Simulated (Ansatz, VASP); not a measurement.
# ZnO: VASP beside Ansatz

INCAR

```
SYSTEM = ZnO
PREC     = Accurate       ! precision mode
ENCUT    = 520            ! plane-wave cutoff, eV
EDIFF    = 1E-6           ! SCF threshold, eV
ISMEAR   = 0              ! smearing method
SIGMA    = 0.05           ! smearing width, eV
LREAL    = .FALSE.        ! projectors in reciprocal space
LASPH    = .TRUE.         ! aspherical terms in the spheres
NELM     = 60             ! most SCF steps
ALGO     = Normal         ! electronic algorithm
ISIF     = 2              ! what is computed and relaxed
LWAVE    = .FALSE.        ! write WAVECAR
LCHARG   = .FALSE.        ! write CHGCAR
GGA      = PS             ! functional
NBANDS   = 26             ! bands
```

Contents of KPOINTS:

```
Automatic mesh
0
G
  9 9 6
  0 0 0
```

The input POSCAR:

```
ZnO
1.0
    3.2905078253      0.0000000000      0.0000000000
   -1.6452539126      2.8496633681      0.0000000000
    0.0000000000      0.0000000000      5.0282250078
Zn O
2 2
Direct
    0.3333333333      0.6666666667      0.0015754469
    0.6666666667      0.3333333333      0.5015754469
    0.3333333333      0.6666666667      0.4257754335
    0.6666666667      0.3333333333      0.9257754335
```

Input for Ansatz:

```yaml
crystal:
  lattice:
    - [3.2905078253, 0.0, 0.0]
    - [-1.6452539126, 2.8496633681, 0.0]
    - [0.0, 0.0, 5.0282250078]
  atoms:
    - { symbol: Zn, position: [0.3333333333, 0.6666666667, 0.0015754469] }
    - { symbol: Zn, position: [0.6666666667, 0.3333333333, 0.5015754469] }
    - { symbol: O, position: [0.3333333333, 0.6666666667, 0.4257754335] }
    - { symbol: O, position: [0.6666666667, 0.3333333333, 0.9257754335] }
basis:
  ecutwfc: 520.0
kpoints:
  mp_grid: { grid: [9, 9, 6] }
hamiltonian:
  xc: pbesol
  pseudopotentials: { kind: paw, azcp: { folder: soft_1 } }
scf:
  occupations: { method: gaussian, width: 0.05 }
output:
  forces: true
  stress: true
  eigenvalues: true
  write_density: true
  write_potential: true
  elf: true
  volumetric_format: npy
```

Alike in both runs: task single point; functional PBEsol; k mesh 9 × 9 × 6; occupations gaussian, width 0.05 eV; no spin polarisation.

|  | VASP | Ansatz |
| --- | --- | --- |
| version | VASP 6.6.1 | Ansatz 0.2.0 |
| potentials or method | VASP PAW PBE potentials, release 64 (Zn, O), cutoff 520 eV | scalar-relativistic, plane waves, PAW |
| valence electrons in the cell | 36 | 36 |

VASP gave:

| Property | Result |
| --- | --- |
| gap on the k mesh at the Fermi level (eV) | 0.77 |
| least direct gap on the mesh (eV) | 0.77 |
| pressure (GPa) | 0.6 |
| traceless stress, the component that is largest in VASP (GPa) | -3.27 |
| rms of the force components (eV/Å) | 0.289 |

**Question.** What did Ansatz give for the same quantities?

**Answer.** gap on the k mesh at the Fermi level (eV): 0.78; least direct gap on the mesh (eV): 0.78; pressure (GPa): -0.2; traceless stress, the component that is largest in VASP (GPa): -2.94; rms of the force components (eV/Å): 0.284.

VASP's potentials were made for PBE, not for PBEsol, and Ansatz warns of the same on its side. Atom by atom the forces differ by 0.005 eV/Å (rms over components).
